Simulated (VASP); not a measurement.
# SiO2 (R-3m) in VASP: a series of runs

Runs on SiO2. Level: PBE+D3(BJ). Tasks: single point, relaxation of cell and atoms.

Everything below comes from runs of VASP 6.6.1. Logs are shortened: lines on timing, memory, paths and dates and some standing lists are left out, and cuts for length are marked.

### Step 1. The cell of the first run

It takes space group R-3m (No. 166, trigonal). Conventional cell: a = 2.686 Å, b = 2.686 Å, c = 13.634 Å, α = 90.00°, β = 90.00°, γ = 120.00°. Si (site symmetry -3m) has 6 O at 1.80 Å within 2.4 Å. Within 2.4 Å of O (site symmetry 3m) lie 3 Si at 1.80 Å and 3 O at 2.40 Å.

### Step 2. Single point, PBE+D3(BJ)

The input, INCAR:

```
ALGO     = Normal         # electronic algorithm
EDIFF    = 1E-6           # SCF threshold, eV
ENCUT    = 520            # plane-wave cutoff, eV
GGA      = PE             # functional
ISIF     = 2              # what is computed and relaxed
ISMEAR   = 0              # smearing method
IVDW     = 12             # dispersion correction
LASPH    = T              # aspherical terms in the spheres
LCHARG   = T              # write CHGCAR
LELF     = T              # ELF
LREAL    = F              # projectors in reciprocal space
LVHAR    = T            
LWAVE    = F              # write WAVECAR
NBANDS   = 15             # bands
NELM     = 100            # most SCF steps
PREC     = Accurate       # precision mode
SIGMA    = 0.1            # smearing width, eV
```

The input, KPOINTS:

```
k-points
0
Gamma
  6 6 6
```

The input, POSCAR:

```
SiO2
1.0
    1.3432081273      0.7755015739      4.5447609585
   -1.3432081273      0.7755015739      4.5447609585
    0.0000000000     -1.5510031478      4.5447609585
Si O
1 2
Direct
    0.5000000000      0.5000000000      0.5000000000
    0.7662586694      0.7662586694      0.7662586694
    0.2337413306      0.2337413306      0.2337413306
```

Potentials or basis: VASP PAW PBE potentials, release 64 (Si, O).

On the command line:

```console
$ cat potpaw_PBE.64/Si/POTCAR potpaw_PBE.64/O/POTCAR > POTCAR
$ mpirun -np 1 vasp_std > vasp.out
```

OUTCAR:

```text
EDIFF = 1E-6
   ENCUT = 520
   GGA = PE
   ISIF = 2
   ISMEAR = 0
   IVDW = 12
   LASPH = T
   LREAL = F
   NELM = 100
   PREC = Accurate
 IVDW          = 12

 ion  position               nearest neighbor table
   1  0.500  0.500  0.500-   3 1.80   3 1.80   2 1.80   2 1.80   3 1.80   2 1.80
   2  0.766  0.766  0.766-   1 1.80   1 1.80   1 1.80
   3  0.234  0.234  0.234-   1 1.80   1 1.80   1 1.80

  LATTYP: Found a trigonal (rhomboedric) cell.
 ALAT       =     4.8021310826
 COS(alpha) =     0.8435236900

  Lattice vectors:

 A1 = (   1.3432081273,   0.7755015739,   4.5447609585)
 A2 = (  -1.3432081273,   0.7755015739,   4.5447609585)
 A3 = (   0.0000000000,  -1.5510031478,   4.5447609585)

Analysis of symmetry for initial positions (statically):
=====================================================================
 Subroutine PRICEL returns:
 Original cell was already a primitive cell.

 Routine SETGRP: Setting up the symmetry group for a
 trigonal (rhombohedral) supercell.

 Subroutine GETGRP returns: Found 12 space group operations
 (whereof 12 operations were pure point group operations)
 out of a pool of 12 trial point group operations.

The static configuration has the point symmetry D_3d.

Analysis of symmetry for dynamics (positions and initial velocities):
=====================================================================
 Subroutine PRICEL returns:
 Original cell was already a primitive cell.

 Routine SETGRP: Setting up the symmetry group for a
 trigonal (rhombohedral) supercell.

 Subroutine GETGRP returns: Found 12 space group operations
 (whereof 12 operations were pure point group operations)
 out of a pool of 12 trial point group operations.

The dynamic configuration has the point symmetry D_3d.

 Subroutine INISYM returns: Found 12 space group operations
 (whereof 12 operations are pure point group operations),
 and found     1 'primitive' translations

----------------------------------------------------------------------------------------

                                     Primitive cell

  volume of cell :      28.4046

  direct lattice vectors                    reciprocal lattice vectors
     1.343208127  0.775501574  4.544760959     0.372243132  0.214914672  0.073344525
    -1.343208127  0.775501574  4.544760959    -0.372243132  0.214914672  0.073344525
     0.000000000 -1.551003148  4.544760959     0.000000000 -0.429829345  0.073344525

  length of vectors
     4.802131083  4.802131083  4.802131083     0.436042068  0.436042068  0.436042068

[... 94 lines left out ...]
   NUPDOWN=      -1.0000    fix difference up-down
   EMIN   =  10.00;   EMAX   =-10.00  energy-range for DOS
   EFERMI =   0.00;   METHOD = LEGACY
   ISMEAR =     0;   SIGMA  =   0.10  broadening in eV -4-tet -1-fermi 0-gaus
   EFERMI_NEDOS =   21; number of points for ismear=-14 and -15
   IALGO  =     38    algorithm
   IMIX   =      4    mixing-type and parameters
     AMIX     =   0.40;   BMIX     =  1.00
     AMIX_MAG =   1.60;   BMIX_MAG =  1.00
  volume/ion in A,a.u.               =       9.47        63.89
  Fermi-wavevector in a.u.,A,eV,Ry     =   1.352027  2.554961 24.871141  1.827977
  Thomas-Fermi vector in A             =   2.479400
   LORBIT       =      0    0 simple, 1 ext, 2 COOP (PROOUT), +10 PAW based schemes
   GGA     = PE    functional components
   LHFCALC =     F    Hartree Fock is set to
   AEXX    =    0.0000 exact exchange contribution
   IVDW    =    12    specifies the selected vdW correction
   LEPSILON=     F    determine dielectric tensor
   LRPA    =     F    only Hartree local field effects (RPA)
 non-spin polarized calculation
 Gauss-broadening in eV      SIGMA  =   0.10
  energy-cutoff  :      520.00
  volume of cell :       28.40
 maximum number of plane-waves:       776
   NGX = 17   NGY = 17   NGZ = 17

 number of electron      15.9999997 magnetization

 Free energy of the ion-electron system (eV)
  ---------------------------------------------------
  ext. energy  EPLUGINS =         0.00000000
  ---------------------------------------------------
  free energy    TOTEN  =       -22.72159518 eV

  energy without entropy =      -22.72159518  energy(sigma->0) =      -22.72159518

 E-fermi :   4.7735     XC(G=0): -10.8336

 val. band max:        4.3123495347   @ k =   0.1667  -0.0000   0.0000
 cond. band min:      10.4830079311   @ k =   0.0000   0.0000   0.0000
 fundamental gap:      6.1706583964
 Fermi energy:         4.7734645600

 k-point     1 :       0.0000    0.0000    0.0000
  band No.  band energies     occupation
      1     -17.2170      2.00000
      2     -13.2877      2.00000
      3      -1.1009      2.00000
      4       1.9727      2.00000
      5       1.9727      2.00000
      6       3.0869      2.00000
      7       3.0869      2.00000
      8       4.1075      2.00000
      9      10.4830      0.00000
     10      12.4542      0.00000
     11      17.4403      0.00000
     12      17.4403      0.00000
     13      18.3516      0.00000
     14      20.7536      0.00000
[... 401 lines left out ...]
      2     -13.1135      2.00000
      3      -3.6507      2.00000
      4      -2.0635      2.00000
      5      -0.6358      2.00000
      6       1.3862      2.00000
      7       2.8574      2.00000
      8       3.6054      2.00000
      9      13.4853      0.00000
     10      15.5140      0.00000
     11      16.9911      0.00000
     12      18.2849      0.00000
     13      18.9411      0.00000
     14      19.4743      0.00000
     15      21.8692      0.00000

 [... further k-points ...]

------------------------ aborting loop because EDIFF is reached ----------------------------------------

 Edisp (eV)   -0.56769

 E8    (eV) :    -0.1904

  FORCE on cell =-STRESS in cart. coord.  units (eV):
  Direction    XX          YY          ZZ          XY          YZ          ZX
  --------------------------------------------------------------------------------------
  -------------------------------------------------------------------------------------
  Total       0.20099     0.20099     0.03288     0.00000     0.00000     0.00000
  in kB      11.33668    11.33668     1.85435     0.00000     0.00000     0.00000
  external pressure =        8.18 kB  Pullay stress =        0.00 kB

 VOLUME and BASIS-vectors are now :
 -----------------------------------------------------------------------------
  energy-cutoff  :      520.00
  volume of cell :       28.40
      direct lattice vectors                 reciprocal lattice vectors
     1.343208127  0.775501574  4.544760959     0.372243132  0.214914672  0.073344525
    -1.343208127  0.775501574  4.544760959    -0.372243132  0.214914672  0.073344525
     0.000000000 -1.551003148  4.544760959     0.000000000 -0.429829345  0.073344525

 POSITION                                       TOTAL-FORCE (eV/Angst)
 -----------------------------------------------------------------------------------
      0.00000      0.00000      6.81714        -0.000000      0.000000      0.000000
      0.00000      0.00000     10.44739         0.000000     -0.000000     -0.017320
      0.00000      0.00000      3.18690         0.000000     -0.000000      0.017320
 -----------------------------------------------------------------------------------
    total drift:                               -0.000000     -0.000000      0.000000

  FREE ENERGIE OF THE ION-ELECTRON SYSTEM (eV)
  ---------------------------------------------------
  free  energy   TOTEN  =       -23.2892835399 eV

  energy  without entropy=      -23.2892835399  energy(sigma->0) =      -23.28928354
```

It took 45 s on 1 thread of Intel Xeon Platinum 8175M at 2.50GHz (Skylake/Cascade Lake), shared host; peak memory 0.18 GiB.

Results:

```yaml
Free_energy: -23.2893 eV
Pressure: 0.8 GPa
Largest_force: 0.017 eV/Å
Band_gap_on_the_k_mesh: 6.17 eV (least direct gap 6.38 eV)
Dispersion_energy_per_atom: -0.189 eV
```

Forces in eV/Å, atoms in the order of the input:
```
Si   0.000  0.000  0.000
O    0.000  0.000 -0.017
O    0.000  0.000  0.017
```

Stress tensor (GPa, compression positive):
```
1.13 0.00 0.00
0.00 1.13 0.00
0.00 0.00 0.19
```

Levels at points of the mesh, in eV from the valence-band top:
```tsv
k point	band 4	band 5	band 6	band 7	band 8	band 9	band 10	band 11	band 12	band 13
(0.00, 0.00, 0.00)	-2.34	-2.34	-1.23	-1.23	-0.20	6.17	8.14	13.13	13.13	14.04
(0.50, 0.00, 0.00)	-6.40	-4.07	-2.13	-1.72	-1.53	7.91	10.51	13.28	14.69	15.42
(0.50, 0.50, 0.00)	-6.62	-4.13	-1.90	-1.63	-0.88	7.60	9.83	11.89	15.14	15.28
(0.50, 0.50, 0.50)	-2.31	-2.31	-1.64	-1.26	-1.26	7.11	8.26	13.07	13.22	13.22
```

Caveat: the k points lie up to 0.46 Å⁻¹ apart.

### Step 3. Relaxation of cell and atoms, PBE+D3(BJ)

This run uses another cell than the first one, of 9.10 Å³/atom.

The input, INCAR:

```
SYSTEM = SiO2
ALGO = Normal
EDIFF = 1E-7
EDIFFG = -0.04
ENCUT = 600
GGA = PE
IBRION = 2
ISIF = 3
ISMEAR = 0
IVDW = 12
LASPH = .True.
LCHARG = .False.
LREAL = .False.
LWAVE = .False.
NELM = 60
NSW = 90
PREC = Accurate
SIGMA = 0.1
```

The input, KPOINTS:

```
k-points
0
Gamma
  6 6 6
  0 0 0
```

The input, POSCAR:

```
SiO2
1.0
    1.3156002500      0.7595621600      4.5519840000
   -1.3156002500      0.7595621600      4.5519840000
    0.0000000000     -1.5191243200      4.5519840000
Si O
1 2
Direct
    0.5000000000      0.5000000000      0.5000000000
    0.7539698000      0.7539698000      0.7539698000
    0.2460302000      0.2460302000      0.2460302000
```

Potentials or basis: VASP PAW PBE potentials, release 64 (Si, O).

On the command line:

```console
$ cat potpaw_PBE.64/Si/POTCAR potpaw_PBE.64/O/POTCAR > POTCAR
$ mpirun -np 1 vasp_std > vasp.out
```

It took 7 min on 1 thread of Intel Xeon Platinum 8175M at 2.50GHz (Skylake/Cascade Lake), shared host; peak memory 0.25 GiB.

The run converged. Its results:

```yaml
Free_energy: -23.2927 eV
Relaxed_volume: 9.47 Å³/atom
Relaxed_cell: a = 4.788 Å, b = 4.788 Å, c = 4.788 Å, α = 32.64°, β = 32.64°, γ = 32.64°
Space_group_after_relaxing_to_0.1_Å: R-3m (No. 166)
Energy_gained_by_relaxing: 232.8 meV/atom
Ionic_steps: 14
Pressure_after_relaxing: 0.1 GPa
Largest_force_after_relaxing: 0.031 eV/Å
Band_gap_on_the_k_mesh: 6.11 eV (least direct gap 6.31 eV)
Dispersion_energy_per_atom: -0.189 eV
```

Forces on the atoms (eV/Å):
```
Si   0.000  0.000  0.000
O    0.000  0.000 -0.031
O    0.000  0.000  0.031
```

Stress tensor (GPa, compression positive):
```
-0.04  0.00  0.00
 0.00 -0.04  0.00
 0.00  0.00  0.26
```

Step by step:
| step | energy change (eV) | largest force (eV/Å) | pressure (GPa) | volume (Å³) |
| --- | --- | --- | --- | --- |
| 1 | 0.0000 | 3.9595 | -12.18 | 27.29 |
| 2 | -0.0642 | 4.2662 | 41.44 | 24.49 |
| 3 | -0.6349 | 0.4711 | 7.49 | 25.85 |
| 4 | -0.6384 | 0.1628 | 9.45 | 25.76 |
| 5 | -0.6635 | 0.3774 | -5.01 | 27.39 |
| 6 | -0.6748 | 0.3043 | -0.19 | 26.79 |
| 7 | -0.6814 | 0.0097 | 1.06 | 26.94 |
| 8 | -0.6823 | 0.1488 | 1.75 | 27.02 |
| 9 | -0.6870 | 0.1123 | 1.05 | 27.25 |
| 10 | -0.6951 | 0.0011 | -0.79 | 27.92 |
| 11 | -0.6920 | 0.2195 | -3.61 | 29.27 |
| 12 | -0.6966 | 0.0625 | -1.84 | 28.42 |
| 13 | -0.6981 | 0.0683 | 0.82 | 28.39 |
| 14 | -0.6984 | 0.0310 | 0.06 | 28.40 |

Final structure:
```cif
data_structure
_symmetry_space_group_name_H-M 'P 1'
_symmetry_Int_Tables_number 1
_cell_length_a 4.7877
_cell_length_b 4.7877
_cell_length_c 4.7877
_cell_angle_alpha 32.643
_cell_angle_beta 32.643
_cell_angle_gamma 32.643
_cell_volume 28.40
loop_
_atom_site_label
_atom_site_type_symbol
_atom_site_fract_x
_atom_site_fract_y
_atom_site_fract_z
_atom_site_occupancy
Si1 Si 0.50000 0.50000 0.50000 1
O1 O 0.76617 0.76617 0.76617 1
O2 O 0.23383 0.23383 0.23383 1
```

Levels at points of the mesh, in eV from the valence-band top:
```
           k point  band 5  band 6  band 7  band 8  band 9  band 10  band 11  band 12
(0.00, 0.00, 0.00)   -2.37   -1.25   -1.25   -0.20    6.11     8.09    13.06    13.06
(0.50, 0.00, 0.00)   -4.10   -2.13   -1.74   -1.55    7.87    10.48    13.30    14.63
(0.50, 0.50, 0.00)   -4.16   -1.89   -1.64   -0.88    7.55     9.79    11.90    15.09
(0.50, 0.50, 0.50)   -2.34   -1.66   -1.29   -1.29    7.05     8.22    13.11    13.16
```

Caveat: the k points lie up to 0.46 Å⁻¹ apart in the final cell.

(Continued in part 2 of 2.)
